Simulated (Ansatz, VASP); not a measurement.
## Tl: VASP beside Ansatz

Contents of INCAR:

```
  PREC = Accurate
  ENCUT = 520
  EDIFF = 1E-6
  ISMEAR = 0
  SIGMA = 0.1
  LREAL = Auto
  LASPH = True
  NELM = 100
  ALGO = Normal
  ISIF = 2
  LWAVE = False
  LCHARG = False
  GGA = PE
  NBANDS = 208
```

KPOINTS

```
Automatic mesh
0
Gamma
  2 2 2
```

POSCAR

```
Tl
1.0
   -6.0387111300      6.0387111300      6.0387111300
    6.0387111300     -6.0387111300      6.0387111300
    6.0387111300      6.0387111300     -6.0387111300
Tl
29
Direct
    0.0000000000      0.0000000000      0.3632457100
    0.0000000000      0.0000000000      0.0000000000
    0.0000000000      0.3172478900      0.5983842700
    0.0000000000      0.3632457100      0.0000000000
    0.0000000000      0.5983842700      0.3172478900
    0.0000000000      0.6255332200      0.8091336200
    0.0000000000      0.8091336200      0.6255332200
    0.8163996000      0.1908663800      0.1908663800
    0.8091336200      0.0000000000      0.6255332200
    0.8091336200      0.6255332200      0.0000000000
    0.7188636200      0.4016157300      0.4016157300
    0.6827521100      0.6827521100      0.2811363800
    0.6827521100      0.2811363800      0.6827521100
    0.6367542900      0.6367542900      0.6367542900
    0.6255332200      0.8091336200      0.0000000000
    0.6255332200      0.0000000000      0.8091336200
    0.5983842700      0.0000000000      0.3172478900
    0.5983842700      0.3172478900      0.0000000000
    0.4016157300      0.4016157300      0.7188636200
    0.4016157300      0.7188636200      0.4016157300
    0.3744667800      0.3744667800      0.1836004000
    0.3744667800      0.1836004000      0.3744667800
    0.3632457100      0.0000000000      0.0000000000
    0.3172478900      0.5983842700      0.0000000000
    0.3172478900      0.0000000000      0.5983842700
    0.2811363800      0.6827521100      0.6827521100
    0.1908663800      0.1908663800      0.8163996000
    0.1908663800      0.8163996000      0.1908663800
    0.1836004000      0.3744667800      0.3744667800
```

Input for Ansatz:

```yaml
crystal:
  lattice:
    - [-6.03871113, 6.03871113, 6.03871113]
    - [6.03871113, -6.03871113, 6.03871113]
    - [6.03871113, 6.03871113, -6.03871113]
  atoms:
    - { symbol: Tl, position: [0.0, 0.0, 0.36324571] }
    - { symbol: Tl, position: [0.0, 0.0, 0.0] }
    - { symbol: Tl, position: [0.0, 0.31724789, 0.59838427] }
    - { symbol: Tl, position: [0.0, 0.36324571, 0.0] }
    - { symbol: Tl, position: [0.0, 0.59838427, 0.31724789] }
    - { symbol: Tl, position: [0.0, 0.62553322, 0.80913362] }
    - { symbol: Tl, position: [0.0, 0.80913362, 0.62553322] }
    - { symbol: Tl, position: [0.8163996, 0.19086638, 0.19086638] }
    - { symbol: Tl, position: [0.80913362, 0.0, 0.62553322] }
    - { symbol: Tl, position: [0.80913362, 0.62553322, 0.0] }
    - { symbol: Tl, position: [0.71886362, 0.40161573, 0.40161573] }
    - { symbol: Tl, position: [0.68275211, 0.68275211, 0.28113638] }
    - { symbol: Tl, position: [0.68275211, 0.28113638, 0.68275211] }
    - { symbol: Tl, position: [0.63675429, 0.63675429, 0.63675429] }
    - { symbol: Tl, position: [0.62553322, 0.80913362, 0.0] }
    - { symbol: Tl, position: [0.62553322, 0.0, 0.80913362] }
    - { symbol: Tl, position: [0.59838427, 0.0, 0.31724789] }
    - { symbol: Tl, position: [0.59838427, 0.31724789, 0.0] }
    - { symbol: Tl, position: [0.40161573, 0.40161573, 0.71886362] }
    - { symbol: Tl, position: [0.40161573, 0.71886362, 0.40161573] }
    - { symbol: Tl, position: [0.37446678, 0.37446678, 0.1836004] }
    - { symbol: Tl, position: [0.37446678, 0.1836004, 0.37446678] }
    - { symbol: Tl, position: [0.36324571, 0.0, 0.0] }
    - { symbol: Tl, position: [0.31724789, 0.59838427, 0.0] }
    - { symbol: Tl, position: [0.31724789, 0.0, 0.59838427] }
    - { symbol: Tl, position: [0.28113638, 0.68275211, 0.68275211] }
    - { symbol: Tl, position: [0.19086638, 0.19086638, 0.8163996] }
    - { symbol: Tl, position: [0.19086638, 0.8163996, 0.19086638] }
    - { symbol: Tl, position: [0.1836004, 0.37446678, 0.37446678] }
basis:
  ecutwfc: 420
kpoints:
  mp_grid: { grid: [2, 2, 2] }
hamiltonian:
  xc: pbe
scf:
  occupations: { method: gaussian, width: 0.1 }
  lower_state_search: "off"
output:
  forces: true
  stress: true
  eigenvalues: true
```

Alike in both runs: task single point; functional PBE; k mesh 2 × 2 × 2; occupations gaussian, width 0.1 eV; no spin polarisation.

```csv
,VASP,Ansatz
version,VASP 6.6.1,Ansatz 0.2.0
potentials or method,"VASP PAW PBE potentials, release 64 (Tl_d), cutoff 520 eV","scalar-relativistic, plane waves, PAW"
valence electrons in the cell,377,377
```

Ansatz gave:

```
gap on the k mesh at the Fermi level (eV) : none
pressure (GPa)                            : 1.2
rms of the force components (eV/Å)        : 0.022
```

Q: Which values does VASP return?

A: gap on the k mesh at the Fermi level (eV): none; pressure (GPa): 1.1; rms of the force components (eV/Å): 0.022.

Atom by atom the forces differ by 0.001 eV/Å (rms over components). A gap of «none» marks a metal or a gap that the smearing closes.

The k mesh is coarse, so the values compare programs but aren't converged. Neither program's run includes spin-orbit coupling.
